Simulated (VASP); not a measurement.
# Ti (P6_3/mmc) in VASP: relaxation of cell and atoms with PBEsol

Aim: the relaxation of cell and atoms of Ti with PBEsol.

Program: VASP 6.6.1. These are calculated values, not measurements. Logs are shortened: lines on timing, memory, paths and dates and some standing lists are left out, and cuts for length are marked.

**1. The cell of the first run**

It takes space group P6_3/mmc (No. 194, hexagonal). Conventional cell: a = 2.950 Å, b = 2.950 Å, c = 4.686 Å, α = 90.00°, β = 90.00°, γ = 120.00°. Ti (site symmetry -6m2) has 12 Ti at 2.90 to 2.95 Å within 3.8 Å.

**2. Relaxation of cell and atoms, PBEsol**

INCAR reads:

```
SYSTEM = Ti
  ALGO = Fast
  EDIFF = 1E-6
  EDIFFG = -0.005
  ENCUT = 600
  GGA = PS
  IBRION = 2
  ISIF = 3
  ISMEAR = 0
  LASPH = .TRUE.
  LCHARG = .FALSE.
  LREAL = .FALSE.
  LWAVE = .FALSE.
  NELM = 60
  NSW = 100
  PREC = Accurate
  SIGMA = 0.1
```

KPOINTS reads:

```
k-points
0
G
  18 18 10
  0 0 0
```

POSCAR reads:

```
Ti
1.0
    2.9499978604      0.0000000000      0.0000000000
   -1.4749989302      2.5547730882      0.0000000000
    0.0000000000      0.0000000000      4.6860000000
Ti
2
Direct
    0.3333333333      0.6666666667      0.2500000000
    0.6666666667      0.3333333333      0.7500000000
```

Potentials or basis: VASP PAW PBE potentials, release 64 (Ti_sv).

Started as:

```sh
$ cat potpaw_PBE.64/Ti_sv/POTCAR > POTCAR
$ mpirun -np 1 vasp_std > vasp.out
```

OUTCAR:

```text
SYSTEM = Ti
   EDIFF = 1E-6
   EDIFFG = -0.005
   ENCUT = 600
   GGA = PS
   IBRION = 2
   ISIF = 3
   ISMEAR = 0
   LASPH = .TRUE.
   LREAL = .FALSE.
   NELM = 60
   NSW = 100
   PREC = Accurate

 ion  position               nearest neighbor table
   1  0.333  0.667  0.250-   2 2.90   2 2.90   2 2.90   2 2.90   2 2.90   2 2.90
   2  0.667  0.333  0.750-   1 2.90   1 2.90   1 2.90   1 2.90   1 2.90   1 2.90

  LATTYP: Found a hexagonal cell.
 ALAT       =     2.9499978604
 C/A-ratio  =     1.5884757284

  Lattice vectors:

 A1 = (   2.9499978604,   0.0000000000,   0.0000000000)
 A2 = (  -1.4749989302,   2.5547730882,   0.0000000000)
 A3 = (   0.0000000000,   0.0000000000,   4.6860000000)

Analysis of symmetry for initial positions (statically):
=====================================================================
 Subroutine PRICEL returns:
 Original cell was already a primitive cell.

 Routine SETGRP: Setting up the symmetry group for a
 hexagonal supercell.

 Subroutine GETGRP returns: Found 24 space group operations
 (whereof 12 operations were pure point group operations)
 out of a pool of 24 trial point group operations.

The static configuration has the point symmetry D_3d.
 The point group associated with its full space group is D_6h.

Analysis of symmetry for dynamics (positions and initial velocities):
=====================================================================
 Subroutine PRICEL returns:
 Original cell was already a primitive cell.

 Routine SETGRP: Setting up the symmetry group for a
 hexagonal supercell.

 Subroutine GETGRP returns: Found 24 space group operations
 (whereof 12 operations were pure point group operations)
 out of a pool of 24 trial point group operations.

The dynamic configuration has the point symmetry D_3d.
 The point group associated with its full space group is D_6h.

 Subroutine INISYM returns: Found 24 space group operations
 (whereof 12 operations are pure point group operations),
 and found     1 'primitive' translations

----------------------------------------------------------------------------------------

                                     Primitive cell

  volume of cell :      35.3164

  direct lattice vectors                    reciprocal lattice vectors
     2.949997860  0.000000000  0.000000000     0.338983297  0.195712098  0.000000000
    -1.474998930  2.554773088  0.000000000     0.000000000  0.391424195  0.000000000
     0.000000000  0.000000000  4.686000000     0.000000000  0.000000000  0.213401622

  length of vectors
     2.949997860  2.949997860  4.686000000     0.391424195  0.391424195  0.213401622

  position of ions in fractional coordinates (direct lattice)
     0.333333333  0.666666667  0.250000000
     0.666666667  0.333333333  0.750000000

  ion indices of the primitive-cell ions
   primitive index   ion index
                 1           1
                 2           2

----------------------------------------------------------------------------------------

 KPOINTS: k-points

Automatic generation of k-mesh.
 Grid dimensions read from file:
 generate k-points for:   18   18   10

 Generating k-lattice:

  Cartesian coordinates                     Fractional coordinates (reciprocal lattice)
     0.018832405  0.010872894  0.000000000     0.055555556  0.000000000  0.000000000
     0.000000000  0.021745789  0.000000000     0.000000000  0.055555556  0.000000000
     0.000000000  0.000000000  0.021340162     0.000000000  0.000000000  0.100000000

  Length of vectors
     0.021745789  0.021745789  0.021340162

  Shift w.r.t. Gamma in fractional coordinates (k-lattice)
     0.000000000  0.000000000  0.000000000

[... 34 lines left out ...]
   total plane-waves  NPLWV =  23040
   dimension x,y,z NGX =    24 NGY =   24 NGZ =   40
   dimension x,y,z NGXF=    48 NGYF=   48 NGZF=   80
   ions per type =               2
   NGX,Y,Z   is equivalent  to a cutoff of  13.53, 13.53, 14.19 a.u.
   NGXF,Y,Z  is equivalent  to a cutoff of  27.05, 27.05, 28.38 a.u.
 SYSTEM =  Ti
   PREC   = accura    normal or accurate (medium, high low for compatibility)
   ISTART =      0    job   : 0-new  1-cont  2-samecut
   ICHARG =      2    charge: 1-file 2-atom 10-const
   ISPIN  =      1    spin polarized calculation?
   LNONCOLLINEAR =      F non collinear calculations
   LSORBIT =      F    spin-orbit coupling
   LASPH  =      T    aspherical Exc in radial PAW
   ENCUT  =  600.0 eV  44.10 Ry    6.64 a.u.   5.89  5.89  9.36*2*pi/ulx,y,z
   NELM   =     60;   NELMIN=  2; NELMDL= -5     # of ELM steps
   EDIFF  = 0.1E-05   stopping-criterion for ELM
   LREAL  =      F    real-space projection
   EDIFFG = -.5E-02   stopping-criterion for IOM
   NSW    =    100    number of steps for IOM
   IBRION =      2    ionic relax: 0-MD 1-quasi-New 2-CG
   NFREE  =      1    steps in history (QN), initial steepest desc. (CG)
   ISIF   =      3    stress and relaxation
   ISYM   =      2    0-nonsym 1-usesym 2-fastsym
   POTIM  = 0.5000    time-step for ionic-motion
   TEBEG  =    0.0;   TEEND  =   0.0 temperature during run
   PSTRESS=    0.0 pullay stress
   NELECT =      24.0000    total number of electrons
   NUPDOWN=      -1.0000    fix difference up-down
   EMIN   =  10.00;   EMAX   =-10.00  energy-range for DOS
   EFERMI =   0.00;   METHOD = LEGACY
   ISMEAR =     0;   SIGMA  =   0.10  broadening in eV -4-tet -1-fermi 0-gaus
   EFERMI_NEDOS =   21; number of points for ismear=-14 and -15
   IALGO  =     68    algorithm
   IMIX   =      4    mixing-type and parameters
     AMIX     =   0.40;   BMIX     =  1.00
     AMIX_MAG =   1.60;   BMIX_MAG =  1.00
  volume/ion in A,a.u.               =      17.66       119.16
  Fermi-wavevector in a.u.,A,eV,Ry     =   1.439306  2.719894 28.185854  2.071602
  Thomas-Fermi vector in A             =   2.558176
   LORBIT       =      0    0 simple, 1 ext, 2 COOP (PROOUT), +10 PAW based schemes
   GGA     = PS    functional components
   LHFCALC =     F    Hartree Fock is set to
   AEXX    =    0.0000 exact exchange contribution
   IVDW    =     0    specifies the selected vdW correction
   LEPSILON=     F    determine dielectric tensor
   LRPA    =     F    only Hartree local field effects (RPA)
 conjugate gradient relaxation of ions
 non-spin polarized calculation
 RMM-DIIS sequential band-by-band and
 Gauss-broadening in eV      SIGMA  =   0.10
  energy-cutoff  :      600.00
  volume of cell :       35.32
 maximum number of plane-waves:      1194
 NGX is ok and might be reduce to    24
   NGX = 11   NGY = 11   NGZ = 19

--------------------------------------- Ionic step        1  -------------------------------------------

 number of electron      23.9999997 magnetization

 Free energy of the ion-electron system (eV)
  ---------------------------------------------------
  ext. energy  EPLUGINS =         0.00000000
  ---------------------------------------------------
  free energy    TOTEN  =       -16.64548973 eV

  energy without entropy =      -16.63571797  energy(sigma->0) =      -16.64060385

------------------------ aborting loop because EDIFF is reached ----------------------------------------

  FORCE on cell =-STRESS in cart. coord.  units (eV):
  Direction    XX          YY          ZZ          XY          YZ          ZX
  --------------------------------------------------------------------------------------
  -------------------------------------------------------------------------------------
  Total       -1.3430715     -1.3430715     -1.4743682      0.0000000      0.0000000      0.0000000
  in kB      -60.9303130    -60.9303130    -66.8867673      0.0000000      0.0000000      0.0000000
  external PRESSURE =     -62.9157978 kB  Pullay stress =       0.0000000 kB
[... 23 lines left out ...]
--------------------------------------- Ionic step        2  -------------------------------------------

 number of electron      24.0000009 magnetization

------------------------ aborting loop EDIFF was not reached (unconverged)  ----------------------------

  FORCE on cell =-STRESS in cart. coord.  units (eV):
  Direction    XX          YY          ZZ          XY          YZ          ZX
  --------------------------------------------------------------------------------------
  -------------------------------------------------------------------------------------
  Total        1.1060542      1.1060542      1.1328256      0.0000000      0.0000000      0.0000000
  in kB       55.5702606     55.5702606     56.9153025      0.0000000      0.0000000      0.0000000
  external PRESSURE =      56.0186079 kB  Pullay stress =       0.0000000 kB
[... 53 lines left out ...]
  FREE ENERGIE OF THE ION-ELECTRON SYSTEM (eV)
  ---------------------------------------------------
  free  energy   TOTEN  =       -16.6845074045 eV

  energy  without entropy=      -16.6753536605  energy(sigma->0) =      -16.67993053

[... ionic steps 4 to 21 ...]

--------------------------------------- Ionic step       22  -------------------------------------------

 number of electron      23.9999997 magnetization

------------------------ aborting loop because EDIFF is reached ----------------------------------------
[... 67 lines left out ...]
--------------------------------------- Ionic step       24  -------------------------------------------

 number of electron      23.9999997 magnetization

 Free energy of the ion-electron system (eV)
  ---------------------------------------------------
  ext. energy  EPLUGINS =         0.00000000
  ---------------------------------------------------
  free energy    TOTEN  =       -16.68455291 eV

  energy without entropy =      -16.67537914  energy(sigma->0) =      -16.67996602

 E-fermi :   8.6477     XC(G=0): -11.8293

 val. band max:        8.6360924510   @ k =   0.0000   0.0000   0.4000
 cond. band min:       8.6547737624   @ k =   0.2778   0.2778   0.4000
 fundamental gap:      0.0186813114
 Fermi energy:         8.6477498096

 k-point     1 :       0.0000    0.0000    0.0000
  band No.  band energies     occupation
      1     -47.9234      2.00000
      2     -47.7587      2.00000
      3     -24.6661      2.00000
      4     -23.9280      2.00000
      5     -23.9280      2.00000
      6     -23.8469      2.00000
[... 433 lines left out ...]
      3     -24.4411      2.00000
      4     -24.3129      2.00000
      5     -24.3039      2.00000
      6     -24.1196      2.00000
[... 8 lines left out ...]
     15       9.8655      0.00000
     16      11.9221      0.00000

 [... further k-points ...]

------------------------ aborting loop because EDIFF is reached ----------------------------------------

  FORCE on cell =-STRESS in cart. coord.  units (eV):
  Direction    XX          YY          ZZ          XY          YZ          ZX
  --------------------------------------------------------------------------------------
  -------------------------------------------------------------------------------------
  Total       -0.0069123     -0.0069123     -0.0077150      0.0000000      0.0000000      0.0000000
  in kB       -0.3319306     -0.3319306     -0.3704745      0.0000000      0.0000000      0.0000000
  external PRESSURE =      -0.3447785 kB  Pullay stress =       0.0000000 kB
[... 17 lines left out ...]
  FREE ENERGIE OF THE ION-ELECTRON SYSTEM (eV)
  ---------------------------------------------------
  free  energy   TOTEN  =       -16.6845529084 eV

  energy  without entropy=      -16.6753791398  energy(sigma->0) =      -16.67996602

 reached required accuracy - stopping structural energy minimisation
```

Run time: 53 min. Hardware: 1 thread of Intel Xeon 8259CL, shared host; peak memory 0.3 GiB.

What came out:

| Item | Value |
| --- | --- |
| Free energy | -16.6846 eV |
| Relaxed volume | 16.68 Å³/atom |
| Relaxed cell | a = 2.898 Å, b = 2.898 Å, c = 4.587 Å, α = 90.00°, β = 90.00°, γ = 120.00° |
| Space group after relaxing (to 0.1 Å) | P6_3/mmc (No. 194) |
| Energy gained by relaxing | 19.5 meV/atom |
| Ionic steps | 24 |
| Pressure after relaxing | 0.0 GPa |
| Band gap on the k mesh | zero (bands 12 and 13 overlap by 1.12 eV) |

Step by step:
| step | energy change (eV) | largest force (eV/Å) | pressure (GPa) | volume (Å³) |
| --- | --- | --- | --- | --- |
| 1 | 0.0000 | 0.0000 | -6.29 | 35.32 |
| 2 | -0.0132 | 0.0000 | 5.60 | 31.89 |
| 3 | -0.0390 | 0.0000 | -0.27 | 33.40 |
| 4 | -0.0390 | 0.0000 | 0.10 | 33.32 |
| 5 | -0.0391 | 0.0000 | 0.38 | 33.37 |
| 6 | -0.0388 | 0.0000 | -0.30 | 33.51 |
| 7 | -0.0390 | 0.0000 | -0.16 | 33.44 |
| 8 | -0.0390 | 0.0000 | -0.31 | 33.41 |
| 9 | -0.0391 | 0.0000 | -0.29 | 33.39 |
| 10 | -0.0391 | 0.0000 | -0.09 | 33.38 |
| 11 | -0.0391 | 0.0000 | -0.04 | 33.38 |
| 12 | -0.0391 | 0.0000 | -0.05 | 33.37 |
| 13 | -0.0391 | 0.0000 | -0.08 | 33.36 |
| 14 | -0.0391 | 0.0000 | 0.01 | 33.35 |
| 15 | -0.0391 | 0.0000 | 0.05 | 33.36 |
| 16 | -0.0391 | 0.0000 | 0.02 | 33.36 |
| 17 | -0.0391 | 0.0000 | 0.05 | 33.36 |
| 18 | -0.0391 | 0.0000 | 0.03 | 33.36 |
| 19 | -0.0391 | 0.0000 | 0.05 | 33.37 |
| 20 | -0.0390 | 0.0000 | -0.05 | 33.41 |
| 21 | -0.0391 | 0.0000 | -0.23 | 33.38 |
| 22 | -0.0391 | 0.0000 | -0.08 | 33.38 |
| 23 | -0.0391 | 0.0000 | -0.08 | 33.38 |
| 24 | -0.0391 | 0.0000 | -0.03 | 33.36 |

Final structure:
```yaml
crystal:
  lattice:
    - [2.89813, 0.00000, 0.00000]
    - [-1.44906, 2.50985, 0.00000]
    - [0.00000, 0.00000, 4.58693]
  atoms:
    - { symbol: Ti, position: [0.33333, 0.66667, 0.25000] }
    - { symbol: Ti, position: [0.66667, 0.33333, 0.75000] }
```

Levels at points of the mesh, in eV from the Fermi level:
| k point | band 8 | band 9 | band 10 | band 11 | band 12 | band 13 | band 14 | band 15 | band 16 |
| --- | --- | --- | --- | --- | --- | --- | --- | --- | --- |
| (0.00, 0.00, 0.00) | -32.46 | -6.31 | -2.80 | 0.78 | 0.78 | 0.90 | 0.92 | 1.32 | 1.32 |
| (0.50, 0.00, 0.00) | -32.54 | -2.41 | -2.29 | -1.97 | -0.59 | 0.46 | 0.65 | 1.23 | 3.52 |
| (0.00, 0.00, 0.50) | -32.52 | -4.40 | -4.40 | 0.08 | 0.08 | 0.68 | 0.68 | 0.68 | 0.68 |
| (0.50, 0.00, 0.50) | -32.64 | -2.67 | -2.67 | -0.87 | -0.87 | 1.44 | 1.44 | 1.79 | 1.79 |

Caveat: the PAW data sets were made with another functional, which shifts forces and pressure a little.
